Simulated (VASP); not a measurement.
Write the native input for VASP 6.6.1 that does the following.

```
Task                   : relaxation of cell and atoms
Functional             : r2SCAN
Dispersion             : D4
Potentials or basis    : VASP PAW PBE potentials, release 64 (Hf_pv, N)
Cutoff                 : 600 eV
k mesh                 : 10 × 10 × 10
Occupations            : fermi-dirac, width 0.1 eV
Spin                   : no spin polarisation
Dipole correction      : no
Further INCAR settings : ALGO = Normal; EDIFF = 1e-06; IBRION = 2; EDIFFG = -0.005; NSW = 80; ISIF = 3
```

HfN:

```xyz
2
Lattice="0.0000 2.2560 2.2560 2.2560 0.0000 2.2560 2.2560 2.2560 0.0000" Properties=species:S:1:pos:R:3 pbc="T T T"
Hf    0.0000    0.0000    0.0000
N     2.2560    2.2560    2.2560
```

One way to write it, as run:

POSCAR

```
HfN
1.0
    0.0000000000      2.2560000000      2.2560000000
    2.2560000000      0.0000000000      2.2560000000
    2.2560000000      2.2560000000      0.0000000000
Hf N
1 1
Direct
    0.0000000000      0.0000000000      0.0000000000
    0.5000000000      0.5000000000      0.5000000000
```

INCAR.step1

```
ALGO = Normal
EDIFF = 1E-4
ENCUT = 600
GGA = PE
ISMEAR = -1
LASPH = True
LCHARG = False
LREAL = False
LWAVE = True
NELM = 100
PREC = Accurate
SIGMA = 0.1
```

INCAR.step2

```
ALGO = Normal
EDIFF = 1E-6
EDIFFG = -0.005
ENCUT = 600
IBRION = 2
ISIF = 3
ISMEAR = -1
ISTART = 1
IVDW = 13
LASPH = True
LCHARG = False
LMIXTAU = True
LREAL = False
LWAVE = False
METAGGA = R2SCAN
NELM = 100
NSW = 80
PREC = Accurate
SIGMA = 0.1
VDW_A1 = 0.51559235
VDW_A2 = 5.77342911
VDW_S6 = 1.0
VDW_S8 = 0.6018749
```

KPOINTS

```
k-points
0
Gamma
  10 10 10
```

Potentials or basis: VASP PAW PBE potentials, release 64 (Hf_pv, N).

Command:

```bash
$ cat potpaw_PBE.64/Hf_pv/POTCAR potpaw_PBE.64/N/POTCAR > POTCAR
$ cp INCAR.step1 INCAR
$ mpirun -np 1 vasp_std > vasp.out
$ cp INCAR.step2 INCAR
$ mpirun -np 1 vasp_std > vasp.out
```

It gave:

- Relaxed volume: 11.41 Å³/atom
- Relaxed cell: a = 3.184 Å, b = 3.184 Å, c = 3.184 Å, α = 60.00°, β = 60.00°, γ = 60.00°
- Space group after relaxing (to 0.05 Å): Fm-3m (No. 225)
- Energy gained by relaxing: 0.3 meV/atom
- Ionic steps: 4
- Pressure after relaxing: 0.0 GPa
- Dispersion energy per atom: -0.105 eV

Caveat: the PAW data sets were made with another functional, which shifts forces and pressure a little; pairwise dispersion overbinds metals, which lowers pressure and volume.

Wall time 2.3 min on 1 thread of AMD EPYC 9R45 96-Core Processor (Zen 5), with other jobs on the host, peak memory 0.15 GiB.
